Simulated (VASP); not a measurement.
# AlRu (Pm-3m) in VASP: single point with PBE

Aim: the single point of AlRu with PBE.

All numbers are computed with VASP 6.6.1; they aren't measurements. Logs are shortened: lines on timing, memory, paths and dates and some standing lists are left out, and cuts for length are marked.

## (1) The cell of the first run

The structure is cubic, space group Pm-3m (No. 221). The conventional cell has a = 2.992 Å, b = 2.992 Å, c = 2.992 Å, α = 90.00°, β = 90.00°, γ = 90.00°. Al (site symmetry m-3m) has 8 Ru at 2.59 Å and 6 Al at 2.99 Å within 3.4 Å. Within 3.4 Å of Ru (site symmetry m-3m) lie 8 Al at 2.59 Å and 6 Ru at 2.99 Å.

## (2) Single point, PBE

Input file INCAR:

```
SYSTEM = AlRu
PREC     = Accurate       ! precision mode
ENCUT    = 520            ! plane-wave cutoff, eV
EDIFF    = 1E-7           ! SCF threshold, eV
ISMEAR   = 0              ! smearing method
SIGMA    = 0.05           ! smearing width, eV
LREAL    = .FALSE.        ! projectors in reciprocal space
LASPH    = .TRUE.         ! aspherical terms in the spheres
NELM     = 80             ! most SCF steps
ALGO     = Normal         ! electronic algorithm
ISIF     = 2              ! what is computed and relaxed
LWAVE    = .FALSE.        ! write WAVECAR
LCHARG   = .FALSE.        ! write CHGCAR
GGA      = PE             ! functional
NBANDS   = 16             ! bands
```

Input file KPOINTS:

```
regular mesh
0
G
  6 6 6
  0 0 0
```

Input file POSCAR:

```
AlRu
1.0
    2.9916000000      0.0000000000      0.0000000000
    0.0000000000      2.9916000000      0.0000000000
    0.0000000000      0.0000000000      2.9916000000
Al Ru
1 1
Direct
    0.0000000000      0.0000000000      0.0000000000
    0.5000000000      0.5000000000      0.5000000000
```

Potentials or basis: VASP PAW PBE potentials, release 64 (Al, Ru_pv).

The run is started by

```
$ cat potpaw_PBE.64/Al/POTCAR potpaw_PBE.64/Ru_pv/POTCAR > POTCAR
$ mpirun -np 1 vasp_std > vasp.out
```

OUTCAR:

```text
SYSTEM = AlRu
   PREC = Accurate
   ENCUT = 520
   EDIFF = 1E-7
   ISMEAR = 0
   LREAL = .FALSE.
   LASPH = .TRUE.
   NELM = 80
   ISIF = 2
   GGA = PE

 ion  position               nearest neighbor table
   1  0.000  0.000  0.000-   2 2.59   2 2.59   2 2.59   2 2.59   2 2.59   2 2.59   2 2.59   2 2.59

   2  0.500  0.500  0.500-   1 2.59   1 2.59   1 2.59   1 2.59   1 2.59   1 2.59   1 2.59   1 2.59

  LATTYP: Found a simple cubic cell.
 ALAT       =     2.9916000000

  Lattice vectors:

 A1 = (   2.9916000000,   0.0000000000,   0.0000000000)
 A2 = (   0.0000000000,   2.9916000000,   0.0000000000)
 A3 = (   0.0000000000,   0.0000000000,   2.9916000000)

Analysis of symmetry for initial positions (statically):
=====================================================================
 Subroutine PRICEL returns:
 Original cell was already a primitive cell.

 Routine SETGRP: Setting up the symmetry group for a
 simple cubic supercell.

 Subroutine GETGRP returns: Found 48 space group operations
 (whereof 48 operations were pure point group operations)
 out of a pool of 48 trial point group operations.

The static configuration has the point symmetry O_h .

Analysis of symmetry for dynamics (positions and initial velocities):
=====================================================================
 Subroutine PRICEL returns:
 Original cell was already a primitive cell.

 Routine SETGRP: Setting up the symmetry group for a
 simple cubic supercell.

 Subroutine GETGRP returns: Found 48 space group operations
 (whereof 48 operations were pure point group operations)
 out of a pool of 48 trial point group operations.

The dynamic configuration has the point symmetry O_h .

 Subroutine INISYM returns: Found 48 space group operations
 (whereof 48 operations are pure point group operations),
 and found     1 'primitive' translations

----------------------------------------------------------------------------------------

                                     Primitive cell

  volume of cell :      26.7738

  direct lattice vectors                    reciprocal lattice vectors
     2.991600000  0.000000000  0.000000000     0.334269287  0.000000000  0.000000000
     0.000000000  2.991600000  0.000000000     0.000000000  0.334269287  0.000000000
     0.000000000  0.000000000  2.991600000     0.000000000  0.000000000  0.334269287

  length of vectors
     2.991600000  2.991600000  2.991600000     0.334269287  0.334269287  0.334269287

[... 74 lines left out ...]
   NELM   =     80;   NELMIN=  2; NELMDL= -5     # of ELM steps
   EDIFF  = 0.1E-06   stopping-criterion for ELM
   LREAL  =      F    real-space projection
   EDIFFG = 0.1E-05   stopping-criterion for IOM
   NSW    =      0    number of steps for IOM
   IBRION =     -1    ionic relax: 0-MD 1-quasi-New 2-CG
   NFREE  =      0    steps in history (QN), initial steepest desc. (CG)
   ISIF   =      2    stress and relaxation
   ISYM   =      2    0-nonsym 1-usesym 2-fastsym
   POTIM  = 0.5000    time-step for ionic-motion
   TEBEG  =    0.0;   TEEND  =   0.0 temperature during run
   PSTRESS=    0.0 pullay stress
   NELECT =      17.0000    total number of electrons
   NUPDOWN=      -1.0000    fix difference up-down
   EMIN   =  10.00;   EMAX   =-10.00  energy-range for DOS
   EFERMI =   0.00;   METHOD = LEGACY
   ISMEAR =     0;   SIGMA  =   0.05  broadening in eV -4-tet -1-fermi 0-gaus
   EFERMI_NEDOS =   21; number of points for ismear=-14 and -15
   IALGO  =     38    algorithm
   IMIX   =      4    mixing-type and parameters
     AMIX     =   0.40;   BMIX     =  1.00
     AMIX_MAG =   1.60;   BMIX_MAG =  1.00
  volume/ion in A,a.u.               =      13.39        90.34
  Fermi-wavevector in a.u.,A,eV,Ry     =   1.407087  2.659009 26.938090  1.979894
  Thomas-Fermi vector in A             =   2.529382
   LORBIT       =      0    0 simple, 1 ext, 2 COOP (PROOUT), +10 PAW based schemes
   GGA     = PE    functional components
   LHFCALC =     F    Hartree Fock is set to
   AEXX    =    0.0000 exact exchange contribution
   IVDW    =     0    specifies the selected vdW correction
   LEPSILON=     F    determine dielectric tensor
   LRPA    =     F    only Hartree local field effects (RPA)
 non-spin polarized calculation
 Gauss-broadening in eV      SIGMA  =   0.05
  energy-cutoff  :      520.00
  volume of cell :       26.77
 maximum number of plane-waves:       739
 NGX is ok and might be reduce to    24
   NGX = 11   NGY = 11   NGZ = 11

 number of electron      16.9999995 magnetization

 Free energy of the ion-electron system (eV)
  ---------------------------------------------------
  ext. energy  EPLUGINS =         0.00000000
  ---------------------------------------------------
  free energy    TOTEN  =       -14.25298740 eV

  energy without entropy =      -14.24874722  energy(sigma->0) =      -14.25086731

 E-fermi :  10.5728     XC(G=0): -12.5691

 val. band max:       10.5240832975   @ k =   0.5000   0.5000   0.3333
 cond. band min:      10.5785072921   @ k =   0.3333   0.1667   0.0000
 fundamental gap:      0.0544239946
 Fermi energy:        10.5728238628

 k-point     1 :       0.0000    0.0000    0.0000
  band No.  band energies     occupation
      1     -31.0711      2.00000
      2     -31.0711      2.00000
      3     -31.0711      2.00000
      4       1.0401      2.00000
      5       7.1549      2.00000
      6       7.1549      2.00000
[... 357 lines left out ...]
      3     -31.2302      2.00000
      4       6.0749      2.00000
      5       6.0749      2.00000
      6       6.0749      2.00000
[... 8 lines left out ...]
     15      19.2330      0.00000
     16      22.6078      0.00000

------------------------ aborting loop because EDIFF is reached ----------------------------------------

  FORCE on cell =-STRESS in cart. coord.  units (eV):
  Direction    XX          YY          ZZ          XY          YZ          ZX
  --------------------------------------------------------------------------------------
  -------------------------------------------------------------------------------------
  Total        0.4069554      0.4069554      0.4069554      0.0000000      0.0000000     -0.0000000
  in kB       24.3526856     24.3526856     24.3526856      0.0000000      0.0000000     -0.0000000
  external PRESSURE =      24.3526856 kB  Pullay stress =       0.0000000 kB

 VOLUME and BASIS-vectors are now :
 -----------------------------------------------------------------------------
  energy-cutoff  :      520.00
  volume of cell :       26.77
      direct lattice vectors                 reciprocal lattice vectors
     2.991600000  0.000000000  0.000000000     0.334269287  0.000000000  0.000000000
     0.000000000  2.991600000  0.000000000     0.000000000  0.334269287  0.000000000
     0.000000000  0.000000000  2.991600000     0.000000000  0.000000000  0.334269287

 POSITION                                       TOTAL-FORCE (eV/Angst)
 -----------------------------------------------------------------------------------
      0.00000      0.00000      0.00000         0.000000      0.000000      0.000000
      1.49580      1.49580      1.49580         0.000000      0.000000      0.000000
 -----------------------------------------------------------------------------------
    total drift:                                0.000000     -0.000000     -0.000000

  FREE ENERGIE OF THE ION-ELECTRON SYSTEM (eV)
  ---------------------------------------------------
  free  energy   TOTEN  =       -14.2529873987 eV

  energy  without entropy=      -14.2487472183  energy(sigma->0) =      -14.25086731
```

OSZICAR:

```text
N       E                     dE             d eps       ncg     rms          rms(c)
DAV:   1     0.118272376882E+03    0.11827E+03   -0.93185E+03   640   0.101E+03
DAV:   2    -0.129728429892E+02   -0.13125E+03   -0.12528E+03   736   0.296E+02
DAV:   3    -0.149081893635E+02   -0.19353E+01   -0.19310E+01   800   0.377E+01
DAV:   4    -0.149226456406E+02   -0.14456E-01   -0.14437E-01   808   0.341E+00
DAV:   5    -0.149228854268E+02   -0.23979E-03   -0.23846E-03   744   0.397E-01    0.122E+01
DAV:   6    -0.143298495277E+02    0.59304E+00   -0.21584E+00   704   0.160E+01    0.218E+00
DAV:   7    -0.142701905186E+02    0.59659E-01   -0.14456E-01   656   0.429E+00    0.195E+00
DAV:   8    -0.142532641833E+02    0.16926E-01   -0.19054E-02   736   0.116E+00    0.184E-01
DAV:   9    -0.142529961532E+02    0.26803E-03   -0.46815E-04   792   0.209E-01    0.121E-01
DAV:  10    -0.142529890992E+02    0.70541E-05   -0.35670E-05   760   0.631E-02    0.793E-03
DAV:  11    -0.142529879658E+02    0.11334E-05   -0.13434E-06   824   0.120E-02    0.453E-03
DAV:  12    -0.142529874235E+02    0.54224E-06   -0.42251E-08   520   0.206E-03    0.309E-04
DAV:  13    -0.142529873987E+02    0.24799E-07   -0.40547E-09   448   0.588E-04
   1 F= -.14252987E+02 E0= -.14250867E+02  d E =-.424018E-02
```

Run time: 4.5 s. Hardware: 1 thread of Intel Xeon Platinum 8488C (Sapphire Rapids), shared host; peak memory 0.14 GiB.

Results:

| Item | Value |
| --- | --- |
| Free energy | -14.2530 eV |
| Pressure | 2.4 GPa |
